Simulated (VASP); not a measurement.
# Cu3O2 (I4/mmm) in VASP: a series of runs

Runs on Cu3O2. Level: PBE. Tasks: single point.

All numbers are computed with VASP 6.6.1; they aren't measurements. Logs are shortened: lines on timing, memory, paths and dates and some standing lists are left out, and cuts for length are marked.

**1. The cell of the first run**

It takes space group I4/mmm (No. 139, tetragonal). The conventional cell has a = 4.067 Å, b = 4.067 Å, c = 7.929 Å, α = 90.00°, β = 90.00°, γ = 90.00°. Within 2.6 Å of Cu (site symmetry -4m2) lie 2 O at 1.98 Å. Within 2.7 Å of Cu (site symmetry 4/mmm) lie 4 O at 2.03 Å. Within 2.6 Å of O (site symmetry mmm) lie 4 Cu at 1.98 to 2.03 Å.

**2. Single point, PBE**

The input, INCAR:

```
ALGO     = Normal         # electronic algorithm
EDIFF    = 1E-7           # SCF threshold, eV
ENCUT    = 520            # plane-wave cutoff, eV
GGA      = PE             # functional
ISIF     = 2              # what is computed and relaxed
ISMEAR   = 0              # smearing method
LASPH    = T              # aspherical terms in the spheres
LCHARG   = F              # write CHGCAR
LREAL    = F              # projectors in reciprocal space
LWAVE    = F              # write WAVECAR
NBANDS   = 30             # bands
NELM     = 100            # most SCF steps
PREC     = Accurate       # precision mode
SIGMA    = 0.15           # smearing width, eV
```

The input, KPOINTS:

```
k-points
0
Gamma
  14 14 14
```

The input, POSCAR:

```
Cu3O2
1.0
   -2.0333354225      2.0333354225      3.9644000000
    2.0333354225     -2.0333354225      3.9644000000
    2.0333354225      2.0333354225     -3.9644000000
Cu O
3 2
Direct
    0.2500000000      0.7500000000      0.5000000000
    0.7500000000      0.2500000000      0.5000000000
    0.0000000000      0.0000000000      0.0000000000
    0.0000000000      0.5000000000      0.5000000000
    0.5000000000      0.0000000000      0.5000000000
```

Potentials or basis: VASP PAW PBE potentials, release 64 (Cu, O).

Command:

```bash
> cat potpaw_PBE.64/Cu/POTCAR potpaw_PBE.64/O/POTCAR > POTCAR
> mpirun -np 1 vasp_std > vasp.out
```

OUTCAR:

```text
EDIFF = 1E-7
   ENCUT = 520
   GGA = PE
   ISIF = 2
   ISMEAR = 0
   LASPH = T
   LREAL = F
   NELM = 100
   PREC = Accurate

 ion  position               nearest neighbor table
   1  0.250  0.750  0.500-   4 1.98   5 1.98
   2  0.750  0.250  0.500-   4 1.98   5 1.98
   3  0.000  0.000  0.000-   4 2.03   5 2.03   4 2.03   5 2.03
   4  0.000  0.500  0.500-   1 1.98   2 1.98   3 2.03   3 2.03
   5  0.500  0.000  0.500-   1 1.98   2 1.98   3 2.03   3 2.03

  LATTYP: Found a body centered tetragonal cell.
 ALAT       =     4.0666708450
 C/A-ratio  =     1.9497029148

  Lattice vectors:

 A1 = (  -2.0333354225,   2.0333354225,   3.9644000000)
 A2 = (   2.0333354225,  -2.0333354225,   3.9644000000)
 A3 = (   2.0333354225,   2.0333354225,  -3.9644000000)

Analysis of symmetry for initial positions (statically):
=====================================================================
 Subroutine PRICEL returns:
 Original cell was already a primitive cell.

 Routine SETGRP: Setting up the symmetry group for a
 body centered tetragonal supercell.

 Subroutine GETGRP returns: Found 16 space group operations
 (whereof 16 operations were pure point group operations)
 out of a pool of 16 trial point group operations.

The static configuration has the point symmetry D_4h.

Analysis of symmetry for dynamics (positions and initial velocities):
=====================================================================
 Subroutine PRICEL returns:
 Original cell was already a primitive cell.

 Routine SETGRP: Setting up the symmetry group for a
 body centered tetragonal supercell.

 Subroutine GETGRP returns: Found 16 space group operations
 (whereof 16 operations were pure point group operations)
 out of a pool of 16 trial point group operations.

The dynamic configuration has the point symmetry D_4h.

 Subroutine INISYM returns: Found 16 space group operations
 (whereof 16 operations are pure point group operations),
 and found     1 'primitive' translations

----------------------------------------------------------------------------------------

                                     Primitive cell

  volume of cell :      65.5625

  direct lattice vectors                    reciprocal lattice vectors
    -2.033335422  2.033335422  3.964400000     0.000000000  0.245901387  0.126122490
     2.033335422 -2.033335422  3.964400000     0.245901387  0.000000000  0.126122490
     2.033335422  2.033335422 -3.964400000     0.245901387  0.245901387  0.000000000

  length of vectors
     4.897486421  4.897486421  4.897486421     0.276359140  0.276359140  0.347757076

  position of ions in fractional coordinates (direct lattice)
     0.250000000  0.750000000  0.500000000
     0.750000000  0.250000000  0.500000000
     0.000000000  0.000000000  0.000000000
     0.000000000  0.500000000  0.500000000
     0.500000000  0.000000000  0.500000000

  ion indices of the primitive-cell ions
   primitive index   ion index
                 1           1
                 2           2
                 3           3
                 4           4
                 5           5

----------------------------------------------------------------------------------------

 KPOINTS: k-points

Automatic generation of k-mesh.
 Grid dimensions read from file:
 generate k-points for:   14   14   14

 Generating k-lattice:

  Cartesian coordinates                     Fractional coordinates (reciprocal lattice)
     0.000000000  0.017564385  0.009008749     0.071428571  0.000000000  0.000000000
     0.017564385  0.000000000  0.009008749     0.000000000  0.071428571  0.000000000
     0.017564385  0.017564385  0.000000000     0.000000000  0.000000000  0.071428571

  Length of vectors
     0.019739939  0.019739939  0.024839791

  Shift w.r.t. Gamma in fractional coordinates (k-lattice)
     0.000000000  0.000000000  0.000000000

 Subroutine IBZKPT returns following result:
 ===========================================

 Found    244 irreducible k-points:

 Following reciprocal coordinates:
            Coordinates               Weight
  0.000000  0.000000  0.000000      1.000000
  0.071429 -0.000000  0.000000      8.000000
  0.142857  0.000000 -0.000000      8.000000
  0.214286 -0.000000  0.000000      8.000000
  0.285714 -0.000000  0.000000      8.000000
  0.357143 -0.000000  0.000000      8.000000
[... 16 lines left out ...]
  0.214286  0.142857  0.000000     16.000000
  0.285714  0.142857  0.000000     16.000000
 [... further k-points ...]
   k-points           NKPTS =    244   k-points in BZ     NKDIM =    244   number of bands    NBANDS=     30
   number of dos      NEDOS =    301   number of ions     NIONS =      5
   total plane-waves  NPLWV =  46656
   dimension x,y,z NGX =    36 NGY =   36 NGZ =   36
   dimension x,y,z NGXF=    72 NGYF=   72 NGZF=   72
   ions per type =               3   2
   NGX,Y,Z   is equivalent  to a cutoff of  12.22, 12.22, 12.22 a.u.
   NGXF,Y,Z  is equivalent  to a cutoff of  24.44, 24.44, 24.44 a.u.
 SYSTEM =  unknown system
   PREC   = accura    normal or accurate (medium, high low for compatibility)
   ISTART =      0    job   : 0-new  1-cont  2-samecut
   ICHARG =      2    charge: 1-file 2-atom 10-const
   ISPIN  =      1    spin polarized calculation?
   LNONCOLLINEAR =      F non collinear calculations
   LSORBIT =      F    spin-orbit coupling
   LASPH  =      T    aspherical Exc in radial PAW
   ENCUT  =  520.0 eV  38.22 Ry    6.18 a.u.   9.11  9.11  9.11*2*pi/ulx,y,z
   NELM   =    100;   NELMIN=  2; NELMDL= -5     # of ELM steps
   EDIFF  = 0.1E-06   stopping-criterion for ELM
   LREAL  =      F    real-space projection
   EDIFFG = 0.1E-05   stopping-criterion for IOM
   NSW    =      0    number of steps for IOM
   IBRION =     -1    ionic relax: 0-MD 1-quasi-New 2-CG
   NFREE  =      0    steps in history (QN), initial steepest desc. (CG)
   ISIF   =      2    stress and relaxation
   ISYM   =      2    0-nonsym 1-usesym 2-fastsym
   POTIM  = 0.5000    time-step for ionic-motion
   TEBEG  =    0.0;   TEEND  =   0.0 temperature during run
   PSTRESS=    0.0 pullay stress
   NELECT =      45.0000    total number of electrons
   NUPDOWN=      -1.0000    fix difference up-down
   EMIN   =  10.00;   EMAX   =-10.00  energy-range for DOS
   EFERMI =   0.00;   METHOD = LEGACY
   ISMEAR =     0;   SIGMA  =   0.15  broadening in eV -4-tet -1-fermi 0-gaus
   EFERMI_NEDOS =   21; number of points for ismear=-14 and -15
   IALGO  =     38    algorithm
   IMIX   =      4    mixing-type and parameters
     AMIX     =   0.40;   BMIX     =  1.00
     AMIX_MAG =   1.60;   BMIX_MAG =  1.00
  volume/ion in A,a.u.               =      13.11        88.49
  Fermi-wavevector in a.u.,A,eV,Ry     =   1.444089  2.728932 28.373478  2.085392
  Thomas-Fermi vector in A             =   2.562423
   LORBIT       =      0    0 simple, 1 ext, 2 COOP (PROOUT), +10 PAW based schemes
   GGA     = PE    functional components
   LHFCALC =     F    Hartree Fock is set to
   AEXX    =    0.0000 exact exchange contribution
   IVDW    =     0    specifies the selected vdW correction
   LEPSILON=     F    determine dielectric tensor
   LRPA    =     F    only Hartree local field effects (RPA)
 non-spin polarized calculation
 Gauss-broadening in eV      SIGMA  =   0.15
  energy-cutoff  :      520.00
  volume of cell :       65.56
 maximum number of plane-waves:      1798
   NGX = 19   NGY = 19   NGZ = 19

 number of electron      44.9999987 magnetization

 Free energy of the ion-electron system (eV)
  ---------------------------------------------------
  ext. energy  EPLUGINS =         0.00000000
  ---------------------------------------------------
  free energy    TOTEN  =       -22.30368112 eV

  energy without entropy =      -22.28165599  energy(sigma->0) =      -22.29266855

 E-fermi :   3.3931     XC(G=0): -10.7462

 val. band max:        3.3921852568   @ k =   0.5000   0.1429  -0.0000
 cond. band min:       3.3960263086   @ k =   0.4286   0.1429   0.0000
 fundamental gap:      0.0038410518
 Fermi energy:         3.3930702508

 k-point     1 :       0.0000    0.0000    0.0000
  band No.  band energies     occupation
      1     -14.8480      2.00000
      2     -13.8149      2.00000
      3      -1.8216      2.00000
      4      -1.2532      2.00000
      5      -1.2532      2.00000
      6      -0.9856      2.00000
[... 22 lines left out ...]
     29      13.6416      0.00000
     30      14.4570      0.00000

 k-point     2 :       0.0714   -0.0000    0.0000
  band No.  band energies     occupation
      1     -14.8323      2.00000
      2     -13.8241      2.00000
      3      -1.8246      2.00000
      4      -1.3206      2.00000
      5      -1.2367      2.00000
      6      -1.0840      2.00000
[... 22 lines left out ...]
     29      13.5967      0.00000
     30      14.5805      0.00000

 k-point     3 :       0.1429    0.0000   -0.0000
  band No.  band energies     occupation
      1     -14.7863      2.00000
      2     -13.8519      2.00000
      3      -1.8334      2.00000
      4      -1.4969      2.00000
      5      -1.2214      2.00000
      6      -1.1880      2.00000
[... 22 lines left out ...]
     29      13.5798      0.00000
     30      14.6901      0.00000

 k-point     4 :       0.2143   -0.0000    0.0000
  band No.  band energies     occupation
      1     -14.7134      2.00000
      2     -13.8982      2.00000
      3      -1.8492      2.00000
      4      -1.7270      2.00000
      5      -1.3573      2.00000
      6      -1.1090      2.00000
[... 616 lines left out ...]
     29      13.7573      0.00000
     30      14.4624      0.00000

 k-point    23 :       0.2143    0.1429    0.0000
  band No.  band energies     occupation
      1     -14.6333      2.00000
      2     -13.9486      2.00000
      3      -1.8493      2.00000
      4      -1.7184      2.00000
      5      -1.6478      2.00000
      6      -1.2314      2.00000
[... 22 lines left out ...]
     29      13.6113      0.00000
     30      14.2512      0.00000

 k-point    24 :       0.2857    0.1429    0.0000
  band No.  band energies     occupation
      1     -14.5388      2.00000
      2     -14.0113      2.00000
      3      -2.0517      2.00000
      4      -1.8963      2.00000
      5      -1.5894      2.00000
      6      -1.1793      2.00000
[... 22 lines left out ...]
     29      13.3040      0.00000
     30      14.2132      0.00000

 [... further k-points ...]

------------------------ aborting loop because EDIFF is reached ----------------------------------------

  FORCE on cell =-STRESS in cart. coord.  units (eV):
  Direction    XX          YY          ZZ          XY          YZ          ZX
  --------------------------------------------------------------------------------------
  -------------------------------------------------------------------------------------
  Total       -1.8735270     -1.8735270    -10.0361124      0.0000000      0.0000000      0.0000000
  in kB      -45.7841355    -45.7841355   -245.2565342      0.0000000      0.0000000      0.0000000
  external PRESSURE =    -112.2749351 kB  Pullay stress =       0.0000000 kB

 VOLUME and BASIS-vectors are now :
 -----------------------------------------------------------------------------
  energy-cutoff  :      520.00
  volume of cell :       65.56
      direct lattice vectors                 reciprocal lattice vectors
    -2.033335422  2.033335422  3.964400000     0.000000000  0.245901387  0.126122490
     2.033335422 -2.033335422  3.964400000     0.245901387  0.000000000  0.126122490
     2.033335422  2.033335422 -3.964400000     0.245901387  0.245901387  0.000000000

 POSITION                                       TOTAL-FORCE (eV/Angst)
 -----------------------------------------------------------------------------------
      2.03334      0.00000      1.98220         0.000000      0.000000      0.000000
      0.00000      2.03334      1.98220         0.000000      0.000000     -0.000000
      0.00000      0.00000      0.00000        -0.000000     -0.000000      0.000000
      2.03334      0.00000      0.00000        -0.000000     -0.000000      0.000000
      0.00000      2.03334      0.00000        -0.000000     -0.000000      0.000000
 -----------------------------------------------------------------------------------
    total drift:                                0.000000      0.000000      0.000000

  FREE ENERGIE OF THE ION-ELECTRON SYSTEM (eV)
  ---------------------------------------------------
  free  energy   TOTEN  =       -22.3036811200 eV

  energy  without entropy=      -22.2816559871  energy(sigma->0) =      -22.29266855
```

It took 25 min on 1 thread of Intel Xeon 8259CL, shared host; peak memory 0.49 GiB.

What came out:

```yaml
Free_energy: -22.3037 eV
Pressure: -11.2 GPa
Band_gap_on_the_k_mesh: zero (an odd number of electrons rules out a gap without spin polarisation)
```

Caveat: the stress differs along the axes, from -25 to -5 GPa.

**3. Single point, PBE**

This run uses another cell than the first one, of 13.22 Å³/atom.

The input, INCAR:

```
SYSTEM = Cu3O2
ALGO = Normal ; EDIFF = 1E-7
ENCUT = 520 ; GGA = PE
ISIF = 2 ; ISMEAR = 0
LASPH = .True. ; LCHARG = .False.
LREAL = .False. ; LWAVE = .False.
NBANDS = 30 ; NELM = 60
PREC = Accurate ; SIGMA = 0.15
```

The input, KPOINTS:

```
k-points
0
Gamma
  14 14 14
  0 0 0
```

Changes to POSCAR since step 2:

```diff
@@ -2,5 +2,5 @@
 1.0
-   -2.0333354225      2.0333354225      3.9644000000
-    2.0333354225     -2.0333354225      3.9644000000
-    2.0333354225      2.0333354225     -3.9644000000
+   -2.0943500000      2.0943500000      3.7686000000
+    2.0943500000     -2.0943500000      3.7686000000
+    2.0943500000      2.0943500000     -3.7686000000
 Cu O
```

Potentials or basis: VASP PAW PBE potentials, release 64 (Cu, O).

Command:

```bash
> cat potpaw_PBE.64/Cu/POTCAR potpaw_PBE.64/O/POTCAR > POTCAR
> mpirun -np 1 vasp_std > vasp.out
```

It took 24 min on 1 thread of Intel Xeon 8259CL, shared host; peak memory 0.49 GiB.

Results (log left out):

* Free energy: -22.5817 eV
* Pressure: -8.2 GPa
* Band gap on the k mesh: zero (an odd number of electrons rules out a gap without spin polarisation)

Stress tensor (GPa, compression positive):
```
 -5.74   0.00   0.00
  0.00  -5.74   0.00
  0.00   0.00 -13.27
```

Levels at points of the mesh, in eV from the Fermi level:
```tsv
k point	band 21	band 22	band 23	band 24	band 25	band 26
(0.00, 0.00, 0.00)	-0.63	-0.63	0.31	0.32	5.15	5.15
(0.50, 0.00, 0.00)	-0.75	-0.46	-0.23	2.76	3.03	7.59
(0.50, 0.50, 0.00)	-0.34	-0.23	0.92	1.09	3.29	3.61
(0.50, 0.50, 0.50)	-1.19	-0.21	-0.21	2.90	4.38	6.16
```

Caveat: the stress differs along the axes, from -13 to -6 GPa.

(Part 1 of 2 ends here.)
